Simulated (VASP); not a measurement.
Crystal: Cs2TaGa.

```xyz
4
Lattice="6.0665 0.0000 0.0000 -3.0332 5.2537 0.0000 0.0000 0.0000 4.7581" Properties=species:S:1:pos:R:3 pbc="T T T"
Cs    0.0000    3.5025    0.0000
Cs    3.0332    1.7512    0.0000
Ta    0.0000    0.0000    2.3791
Ga    0.0000    0.0000    0.0000
```

The cell was generated, and may not be a known phase.

```yaml
Program: VASP 6.6.1
Task: relaxation of cell and atoms
Functional: PBE
Potentials_or_basis: VASP PAW PBE potentials, release 64 (Cs_sv, Ta_sv_GW, Ga_d)
Cutoff: 500 eV
k_mesh: 3 × 3 × 4
Occupations: gaussian, width 0.1 eV
Spin: no spin polarisation
```

At the start: pressure 7.3 GPa; volume 37.91 Å³/atom.

**Question.** Where does the relaxation end?

**Answer.** Over 8 steps the energy falls by 212.7 meV/atom and the volume is 50.98 Å³/atom (+34.5 %); space group P6/mmm (No. 191, to 0.1 Å) before and after.

Step by step:
| step | energy change (eV) | largest force (eV/Å) | pressure (GPa) | volume (Å³) |
| --- | --- | --- | --- | --- |
| 1 | 0.0000 | 0.0000 | 7.26 | 151.65 |
| 2 | -0.6150 | 0.0000 | -0.36 | 192.44 |
| 3 | -0.6433 | 0.0000 | 0.62 | 183.29 |
| 4 | -0.8223 | 0.0000 | 0.31 | 194.38 |
| 5 | -0.8469 | 0.0000 | 0.30 | 201.77 |
| 6 | -0.8476 | 0.0000 | 0.29 | 200.79 |
| 7 | -0.8504 | 0.0000 | -0.07 | 204.81 |
| 8 | -0.8507 | 0.0000 | 0.01 | 203.92 |

Final structure:
```
Cs Ta Ga
1.0
     6.83109    0.00000    0.00000
    -3.41555    5.91590    0.00000
     0.00000    0.00000    5.04611
Cs Ta Ga
2 1 1
Direct
  0.33333 0.66667 0.00000
  0.66667 0.33333 0.00000
  0.00000 0.00000 0.50000
  0.00000 0.00000 0.00000
```

Caveat: the k points lie up to 0.35 Å⁻¹ apart in the final cell; the volume moved by over 15 % at a fixed basis, so the end points are rough.
